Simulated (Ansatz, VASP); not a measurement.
## CdTe: VASP beside Ansatz

```
CELL_PARAMETERS angstrom
0.00000 3.37890 3.37890
3.37890 0.00000 3.37890
3.37890 3.37890 0.00000
ATOMIC_POSITIONS crystal
Cd 0.00000 0.00000 0.00000
Te 0.25000 0.25000 0.25000
```

Alike in both runs: task single point; functional BLYP; k mesh 6 × 6 × 6; occupations gaussian, width 0.05 eV; no spin polarisation.

|  | VASP | Ansatz |
| --- | --- | --- |
| version | VASP 6.6.1 | Ansatz 0.2.0 |
| potentials or method | VASP PAW PBE potentials, release 64 (Cd, Te), cutoff 500 eV | scalar-relativistic, plane waves, PAW |
| valence electrons in the cell | 18 | 36 |

Ansatz gave:

| Item | Value |
| --- | --- |
| gap on the k mesh at the Fermi level (eV) | 0.29 |
| least direct gap on the mesh (eV) | 0.29 |
| pressure (GPa) | 0.1 |

Q: What did VASP give for the same quantities?

A: gap on the k mesh at the Fermi level (eV): 0.32; least direct gap on the mesh (eV): 0.32; pressure (GPa): 0.2.

VASP's potentials were made for PBE, not for BLYP. VASP's potentials hold 18 valence electrons a cell and Ansatz's 36, so a difference there can come from the potentials and not from the codes.

Spin-orbit coupling is off throughout.
